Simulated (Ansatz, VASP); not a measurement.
**Ir: VASP beside Ansatz**

```xyz
1
Lattice="0.0000 2.0195 2.0195 2.0195 0.0000 2.0195 2.0195 2.0195 0.0000" Properties=species:S:1:pos:R:3 pbc="T T T"
Ir    0.0000    0.0000    0.0000
```

Alike in both runs: task single point; functional BLYP; k mesh 22 × 22 × 22; occupations fermi-dirac, width 0.05 eV; collinear spin.

```csv
,VASP,Ansatz
version,VASP 6.6.1,Ansatz 0.2.0
potentials or method,"VASP PAW PBE potentials, release 64 (Ir_sv_GW), cutoff 500 eV","plane waves (420 eV) with PAW, scalar-relativistic"
valence electrons in the cell,17,17
```

```tsv
	VASP	Ansatz	Ansatz less VASP
pressure (GPa)	-19.9	-18.5	+1.47
net moment per atom (μB)	0.00	0.00	0.000
```

VASP's potentials were made for PBE, not for BLYP. Ansatz's warnings: seeded moment not kept.

Spin-orbit coupling is off throughout.
